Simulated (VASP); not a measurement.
# Sr3CdF2 (P6/mmm) in VASP: further runs, part 2 of 2

VASP 6.6.1. The steps go on from the part before.

### 3 Relaxation of cell and atoms, PBE

This run uses another cell than the first one, of 25.41 Å³/atom, 0.997 times its volume.

INCAR reads:

```
ALGO = Normal ; EDIFF = 1E-6
EDIFFG = -0.01 ; ENCUT = 600
GGA = PE ; IBRION = 2
ISIF = 3 ; ISMEAR = 0
LASPH = True ; LCHARG = False
LREAL = False ; LWAVE = False
NELM = 100 ; NSW = 100
PREC = Accurate ; SIGMA = 0.1
```

KPOINTS reads:

```
k-points
0
Gamma
  6 6 12
```

POSCAR reads:

```
Sr3CdF2
1.0
    7.1369742124      0.0000000000      0.0000000000
   -3.5684871062      6.1808009741      0.0000000000
    0.0000000000      0.0000000000      3.4558386420
Sr Cd F
3 1 2
Direct
    0.5000000000      0.0000000000      0.5000000000
    0.5000000000      0.5000000000      0.5000000000
    0.0000000000      0.5000000000      0.5000000000
    0.0000000000      0.0000000000      0.0000000000
    0.3333333333      0.6666666667      0.0000000000
    0.6666666667      0.3333333333      0.0000000000
```

Potentials or basis: VASP PAW PBE potentials, release 64 (Sr_sv, Cd, F).

On the command line:

```bash
$ cat potpaw_PBE.64/Sr_sv/POTCAR potpaw_PBE.64/Cd/POTCAR potpaw_PBE.64/F/POTCAR > POTCAR
$ mpirun -np 1 vasp_std > vasp.out
```

OUTCAR:

```text
EDIFF = 1E-6
   EDIFFG = -0.01
   ENCUT = 600
   GGA = PE
   IBRION = 2
   ISIF = 3
   ISMEAR = 0
   LASPH = True
   LREAL = False
   NELM = 100
   NSW = 100
   PREC = Accurate

 ion  position               nearest neighbor table
   1  0.500  0.000  0.500-   5 2.69   6 2.69   5 2.69   6 2.69   2 3.57   3 3.57   2 3.57   3 3.57
                             4 3.96   4 3.96   4 3.96   4 3.96   2 4.97   3 4.97   2 4.97   3 4.97
   2  0.500  0.500  0.500-   5 2.69   6 2.69   5 2.69   6 2.69   3 3.57   3 3.57   1 3.57   1 3.57
                             4 3.96   4 3.96   4 3.96   4 3.96   3 4.97   3 4.97   3 4.97   3 4.97
   3  0.000  0.500  0.500-   5 2.69   6 2.69   5 2.69   6 2.69   2 3.57   2 3.57   1 3.57   1 3.57
                             4 3.96   4 3.96   4 3.96   4 3.96   2 4.97   2 4.97   2 4.97   2 4.97
   4  0.000  0.000  0.000-   1 3.96   1 3.96   1 3.96   1 3.96   2 3.96   3 3.96   3 3.96   3 3.96
                             3 3.96   2 3.96   2 3.96   2 3.96
   5  0.333  0.667  0.000-   3 2.69   3 2.69   1 2.69   1 2.69   2 2.69   2 2.69
   6  0.667  0.333  0.000-   3 2.69   3 2.69   1 2.69   1 2.69   2 2.69   2 2.69

  LATTYP: Found a hexagonal cell.
 ALAT       =     7.1369742124
 C/A-ratio  =     0.4842162153

  Lattice vectors:

 A1 = (   7.1369742124,   0.0000000000,   0.0000000000)
 A2 = (  -3.5684871062,   6.1808009741,   0.0000000000)
 A3 = (   0.0000000000,   0.0000000000,   3.4558386420)

Analysis of symmetry for initial positions (statically):
=====================================================================
 Subroutine PRICEL returns:
 Original cell was already a primitive cell.

 Routine SETGRP: Setting up the symmetry group for a
 hexagonal supercell.

 Subroutine GETGRP returns: Found 24 space group operations
 (whereof 24 operations were pure point group operations)
 out of a pool of 24 trial point group operations.

The static configuration has the point symmetry D_6h.

Analysis of symmetry for dynamics (positions and initial velocities):
=====================================================================
 Subroutine PRICEL returns:
 Original cell was already a primitive cell.

 Routine SETGRP: Setting up the symmetry group for a
 hexagonal supercell.

 Subroutine GETGRP returns: Found 24 space group operations
 (whereof 24 operations were pure point group operations)
 out of a pool of 24 trial point group operations.

The dynamic configuration has the point symmetry D_6h.

 Subroutine INISYM returns: Found 24 space group operations
 (whereof 24 operations are pure point group operations),
 and found     1 'primitive' translations

----------------------------------------------------------------------------------------

                                     Primitive cell

  volume of cell :     152.4447

  direct lattice vectors                    reciprocal lattice vectors
[... 137 lines left out ...]
 number of electron      55.9999993 magnetization

 Free energy of the ion-electron system (eV)
  ---------------------------------------------------
  ext. energy  EPLUGINS =         0.00000000
  ---------------------------------------------------
  free energy    TOTEN  =       -18.88126514 eV

  energy without entropy =      -18.86621276  energy(sigma->0) =      -18.87373895

------------------------ aborting loop because EDIFF is reached ----------------------------------------

  FORCE on cell =-STRESS in cart. coord.  units (eV):
  Direction    XX          YY          ZZ          XY          YZ          ZX
  --------------------------------------------------------------------------------------
  -------------------------------------------------------------------------------------
  Total        0.1542393      0.1542393      0.0724297      0.0000000     -0.0000000     -0.0000000
  in kB        1.6210388      1.6210388      0.7612281      0.0000000     -0.0000000     -0.0000000
  external PRESSURE =       1.3344352 kB  Pullay stress =       0.0000000 kB

 VOLUME and BASIS-vectors are now :
 -----------------------------------------------------------------------------
  energy-cutoff  :      600.00
  volume of cell :      152.44
      direct lattice vectors                 reciprocal lattice vectors
     7.136974212  0.000000000  0.000000000     0.140115400  0.080895664  0.000000000
    -3.568487106  6.180800974  0.000000000     0.000000000  0.161791328  0.000000000
     0.000000000  0.000000000  3.455838642     0.000000000  0.000000000  0.289365362

 POSITION                                       TOTAL-FORCE (eV/Angst)
 -----------------------------------------------------------------------------------
      3.56849      0.00000      1.72792         0.000000      0.000000      0.000000
      1.78424      3.09040      1.72792         0.000000      0.000000      0.000000
     -1.78424      3.09040      1.72792         0.000000      0.000000      0.000000
      0.00000      0.00000      0.00000         0.000000      0.000000      0.000000
     -0.00000      4.12053      0.00000         0.000000     -0.000000      0.000000
      3.56849      2.06027      0.00000        -0.000000      0.000000      0.000000
 -----------------------------------------------------------------------------------
    total drift:                                0.000000      0.000000     -0.000000

  FREE ENERGIE OF THE ION-ELECTRON SYSTEM (eV)
  ---------------------------------------------------
  free  energy   TOTEN  =       -18.8812651429 eV

  energy  without entropy=      -18.8662127560  energy(sigma->0) =      -18.87373895

--------------------------------------- Ionic step        2  -------------------------------------------

 number of electron      55.9999992 magnetization

 Free energy of the ion-electron system (eV)
  ---------------------------------------------------
  ext. energy  EPLUGINS =         0.00000000
  ---------------------------------------------------
  free energy    TOTEN  =       -18.88156045 eV

  energy without entropy =      -18.86650133  energy(sigma->0) =      -18.87403089

 E-fermi :   3.4922     XC(G=0):  -9.0504

 val. band max:        3.4774170150   @ k =   0.3333   0.0000   0.0833
 cond. band min:       3.4971005000   @ k =   0.5000   0.0000   0.0000
 fundamental gap:      0.0196834850
 Fermi energy:         3.4921624769

 k-point     1 :       0.0000    0.0000    0.0000
  band No.  band energies     occupation
      1     -33.7314      2.00000
      2     -33.6513      2.00000
      3     -33.6513      2.00000
      4     -22.9073      2.00000
      5     -22.7555      2.00000
      6     -15.9522      2.00000
[... 853 lines left out ...]
     32       5.1671      0.00000
     33       5.2078      0.00000

 [... further k-points ...]

------------------------ aborting loop because EDIFF is reached ----------------------------------------

  FORCE on cell =-STRESS in cart. coord.  units (eV):
  Direction    XX          YY          ZZ          XY          YZ          ZX
  --------------------------------------------------------------------------------------
  -------------------------------------------------------------------------------------
  Total        0.0589986      0.0589986      0.0247873      0.0000000      0.0000000      0.0000000
  in kB        0.6181733      0.6181733      0.2597158      0.0000000      0.0000000      0.0000000
  external PRESSURE =       0.4986875 kB  Pullay stress =       0.0000000 kB

 VOLUME and BASIS-vectors are now :
 -----------------------------------------------------------------------------
  energy-cutoff  :      600.00
  volume of cell :      152.91
      direct lattice vectors                 reciprocal lattice vectors
     7.145825149  0.000000000 -0.000000000     0.139941851  0.080795465  0.000000000
    -3.572912575  6.188466110  0.000000000     0.000000000  0.161590931  0.000000000
     0.000000000 -0.000000000  3.457851207     0.000000000  0.000000000  0.289196943

 POSITION                                       TOTAL-FORCE (eV/Angst)
 -----------------------------------------------------------------------------------
      3.57291     -0.00000      1.72893        -0.000000      0.000000      0.000000
      1.78646      3.09423      1.72893        -0.000000     -0.000000      0.000000
     -1.78646      3.09423      1.72893        -0.000000     -0.000000      0.000000
      0.00000      0.00000     -0.00000        -0.000000     -0.000000      0.000000
     -0.00000      4.12564      0.00000         0.000000      0.000000      0.000000
      3.57291      2.06282     -0.00000        -0.000000     -0.000000      0.000000
 -----------------------------------------------------------------------------------
    total drift:                                0.000000      0.000000     -0.000000

  FREE ENERGIE OF THE ION-ELECTRON SYSTEM (eV)
  ---------------------------------------------------
  free  energy   TOTEN  =       -18.8815604455 eV

  energy  without entropy=      -18.8665013313  energy(sigma->0) =      -18.87403089

 reached required accuracy - stopping structural energy minimisation
```

OSZICAR:

```text
N       E                     dE             d eps       ncg     rms          rms(c)
DAV:   1     0.472410125027E+03    0.47241E+03   -0.31494E+04  3234   0.177E+03
DAV:   2     0.195689568699E+02   -0.45284E+03   -0.44656E+03  3881   0.404E+02
DAV:   3    -0.171578529563E+02   -0.36727E+02   -0.36505E+02  4345   0.108E+02
[... 15 lines left out ...]
DAV:   4    -0.188815489324E+02    0.88036E-04   -0.49937E-04  4591   0.100E-01    0.766E-02
DAV:   5    -0.188815644689E+02   -0.15537E-04   -0.83071E-05  4898   0.421E-02    0.303E-02
DAV:   6    -0.188815632000E+02    0.12689E-05   -0.71480E-05  5353   0.528E-02    0.150E-02
DAV:   7    -0.188815613041E+02    0.18959E-05   -0.79092E-06  4225   0.149E-02    0.423E-03
DAV:   8    -0.188815604455E+02    0.85862E-06   -0.83329E-07  2028   0.679E-03
   2 F= -.18881560E+02 E0= -.18874031E+02  d E =-.295303E-03
```

Run time: 5.6 min. Hardware: 1 thread of AMD EPYC 9R45 (Zen 5), shared host; peak memory 0.49 GiB.

Results:

| Property | Result |
| --- | --- |
| Free energy | -18.8816 eV |
| Relaxed volume | 25.49 Å³/atom |
| Relaxed cell | a = 7.146 Å, b = 7.146 Å, c = 3.458 Å, α = 90.00°, β = 90.00°, γ = 120.00° |
| Space group after relaxing (to 0.05 Å) | P6/mmm (No. 191) |
| Energy gained by relaxing | 0.0 meV/atom |
| Ionic steps | 2 |
| Pressure after relaxing | 0.0 GPa |
| Band gap on the k mesh | zero (band 28 reaches 4.07 eV, above the bottom of band 29 at 3.10 eV) |

Step by step:
```csv
step,energy change (eV),largest force (eV/Å),pressure (GPa),volume (Å³)
1,0.0000,0.0000,0.13,152.44
2,-0.0003,0.0000,0.05,152.91
```

Final structure:
```
Sr Cd F
1.0
     7.14583    0.00000    0.00000
    -3.57291    6.18847    0.00000
     0.00000    0.00000    3.45785
Sr Cd F
3 1 2
Direct
  0.50000 0.00000 0.50000
  0.50000 0.50000 0.50000
  0.00000 0.50000 0.50000
  0.00000 0.00000 0.00000
  0.33333 0.66667 0.00000
  0.66667 0.33333 0.00000
```

### 4 Single point, PBE

This run uses another cell than the first one, of 20.74 Å³/atom, 0.814 times its volume.

INCAR reads:

```
SYSTEM = Sr3CdF2
  PREC = Accurate
  ENCUT = 520
  EDIFF = 1E-6
  ISMEAR = 0
  SIGMA = 0.1
  LREAL = .False.
  LASPH = .True.
  NELM = 100
  ALGO = Normal
  ISIF = 2
  LWAVE = .False.
  LCHARG = .False.
  GGA = PE
  NBANDS = 37
```

KPOINTS reads:

```
regular mesh
0
Gamma
  3 3 6
  0 0 0
```

POSCAR reads:

```
Sr3CdF2
1.0
    6.2214892900      0.0000000000      0.0000000000
   -3.1107446400      5.3879677700      0.0000000000
    0.0000000000      0.0000000000      3.7127258100
Sr Cd F
3 1 2
Direct
    0.5000000000      0.0000000000      0.5000000000
    0.5000000000      0.5000000000      0.5000000000
    0.0000000000      0.5000000000      0.5000000000
    0.0000000000      0.0000000000      0.0000000000
    0.3333333300      0.6666666700      0.0000000000
    0.6666666700      0.3333333300      0.0000000000
```

On the command line:

```bash
$ cat potpaw_PBE.64/Sr_sv/POTCAR potpaw_PBE.64/Cd/POTCAR potpaw_PBE.64/F/POTCAR > POTCAR
$ mpirun -np 1 vasp_std > vasp.out
```

It took 32 s on 1 thread of AMD EPYC 9R45 (Zen 5), shared host; peak memory 0.23 GiB.

It converged, with:

```
Free energy            : -17.1320 eV
Pressure               : 9.5 GPa
Band gap on the k mesh : zero (band 28 reaches 5.32 eV, above the bottom of band 29 at 4.16 eV)
```

Stress tensor (GPa, compression positive):
```
15.38  0.00  0.00
 0.00 15.38  0.00
 0.00  0.00 -2.36
```

Levels at points of the mesh, in eV from the Fermi level:
```csv
k point,band 26,band 27,band 28,band 29,band 30,band 31
"(0.00, 0.00, 0.00)",-5.25,-1.33,0.32,0.32,0.71,0.71
"(0.00, 0.00, 0.50)",-2.33,-2.26,-0.38,-0.38,0.35,0.35
```

Caveat: the k points lie up to 0.39 Å⁻¹ apart.

### 5 Overview

```tsv
task	cell	k mesh	cutoff (eV)	gap on the mesh (eV)	pressure (GPa)
single point	a = 7.152, b = 7.152, c = 3.453 Å, angles 90.0, 90.0, 120.0°, 6 atoms	6 × 6 × 12	520	none	0.1
relaxation of cell and atoms	relaxed from a = 7.137, b = 7.137, c = 3.456 Å, angles 90.0, 90.0, 120.0°, 6 atoms	6 × 6 × 12	600	none	0.0
single point	a = 6.221, b = 6.221, c = 3.713 Å, angles 90.0, 90.0, 120.0°, 6 atoms	3 × 3 × 6	520	none	9.5
```

Alike in all rows: level PBE; potentials or basis VASP PAW PBE potentials, release 64 (Sr_sv, Cd, F); no spin polarisation; smearing gaussian 0.1 eV.

Caveats: some runs use coarse meshes.

Total energies depend on the potentials used, so only differences within one code and one set of settings carry meaning.
